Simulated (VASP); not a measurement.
Zn2Pb3: relaxation of cell and atoms with PBE

Zn2Pb3:

```
Zn Pb
1.0
     5.68076    0.00000    0.00000
     0.00000    5.68076    0.00000
     0.00000    0.00000    4.61192
Zn Pb
2 3
Direct
  0.00000 0.00000 0.00000
  0.50000 0.50000 0.50000
  0.00000 0.50000 0.00000
  0.50000 0.00000 0.00000
  0.50000 0.50000 0.00000
```

The cell was generated, and may not be a known phase.

* Program: VASP 6.6.1
* Task: relaxation of cell and atoms
* Functional: PBE
* Potentials or basis: VASP PAW PBE potentials, release 64 (Zn, Pb_d)
* Cutoff: 600 eV
* k mesh: 3 × 3 × 4
* Occupations: gaussian, width 0.2 eV
* Spin: no spin polarisation
* Dipole correction: no
* Further INCAR settings: ALGO = Normal; EDIFF = 1e-06; IBRION = 2; EDIFFG = -0.08; NSW = 36; ISIF = 3

The relaxed volume is 42.75 Å³/atom and the relaxed cell is a = 6.305 Å, b = 6.305 Å, c = 5.377 Å, α = 90.00°, β = 90.00°, γ = 90.00°. The space group after relaxing (to 0.1 Å) is P4/mmm (No. 123). The energy gained by relaxing is 381.2 meV/atom and the ionic steps are 6. The pressure after relaxing is -0.1 GPa and the band gap on the k mesh is zero (bands 33 and 34 overlap by 0.66 eV).

Stress tensor (GPa, compression positive):
```
-0.13  0.00  0.00
 0.00 -0.13  0.00
 0.00  0.00 -0.04
```

The path:
```csv
step,energy change (eV),largest force (eV/Å),pressure (GPa),volume (Å³)
1,0.0000,0.0000,13.37,148.83
2,-1.8284,0.0000,0.21,209.02
3,-1.8289,0.0000,-0.07,212.38
4,-1.8294,0.0000,0.02,210.96
5,-1.8986,0.0000,-0.06,212.95
6,-1.9060,0.0000,-0.10,213.76
```

Final structure:
```cif
data_structure
_symmetry_space_group_name_H-M 'P 1'
_symmetry_Int_Tables_number 1
_cell_length_a 6.3052
_cell_length_b 6.3052
_cell_length_c 5.3768
_cell_angle_alpha 90.000
_cell_angle_beta 90.000
_cell_angle_gamma 90.000
_cell_volume 213.76
loop_
_atom_site_label
_atom_site_type_symbol
_atom_site_fract_x
_atom_site_fract_y
_atom_site_fract_z
_atom_site_occupancy
Zn1 Zn 0.00000 0.00000 0.00000 1
Zn2 Zn 0.50000 0.50000 0.50000 1
Pb1 Pb 0.00000 0.50000 0.00000 1
Pb2 Pb 0.50000 0.00000 0.00000 1
Pb3 Pb 0.50000 0.50000 0.00000 1
```

Levels at points of the mesh, in eV from the Fermi level:
```tsv
k point	band 30	band 31	band 32	band 33	band 34	band 35	band 36	band 37
(0.00, 0.00, 0.00)	-2.69	-1.64	-1.48	-0.78	0.09	0.09	1.53	1.58
(0.00, 0.00, 0.50)	-2.39	-2.39	-1.24	0.06	0.25	0.25	0.55	2.24
```

Run time: 2.6 min on 1 thread of Intel(R) Xeon(R) 6975P-C (Granite Rapids) (shared host), peak memory 0.32 GiB.

Caveat: the k points lie up to 0.33 Å⁻¹ apart in the final cell, too coarse for converged energies and pressures of a metal; the volume moved by over 15 % at a fixed basis, so the end points are rough; spin-orbit coupling is left out, which moves the levels of the heavy elements.
